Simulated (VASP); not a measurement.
Input of a VASP 6.6.1 run:

Contents of INCAR:

```
PREC = Accurate ; ENCUT = 520
EDIFF = 1E-7 ; ISMEAR = 0
SIGMA = 0.1 ; LREAL = F
LASPH = T ; NELM = 80
ALGO = Normal ; ISIF = 2
LWAVE = F ; LCHARG = F
LDIPOL = T ; IDIPOL = 3
DIPOL = 0.5 0.5 0.364 ; GGA = PE
IVDW = 12 ; NBANDS = 16
```

KPOINTS

```
Automatic mesh
0
Gamma
  9 9 1
```

File POSCAR:

```
Si
1.0
    3.8475254748      0.0000000000      0.0000000000
   -1.9237627374      3.3320548028      0.0000000000
    0.0000000000      0.0000000000     18.4415958287
Si
4
Direct
    0.3333333333      0.6666666667      0.2695427207
    0.6666666667      0.3333333333      0.2440135898
    1.3333333333     -0.3333333333      0.4848601993
    1.0000000000      0.0000000000      0.4593310684
```

Potentials or basis: VASP PAW PBE potentials, release 64 (Si).

Command:

```console
$ cat potpaw_PBE.64/Si/POTCAR > POTCAR
$ mpirun -np 1 vasp_std > vasp.out
```

**Question.** Predict the dispersion energy per atom.

**Answer.** -0.262 eV.

**Question.** What does it give for the largest force?

**Answer.** 0.266 eV/Å.

**Question.** Predict the band gap on the k mesh.

**Answer.** 0.14 eV, direct.

Forces on the atoms (eV/Å):
```
Si   0.000  0.000  0.266
Si   0.000  0.000 -0.013
Si   0.000  0.000 -0.080
Si   0.000  0.000 -0.173
```
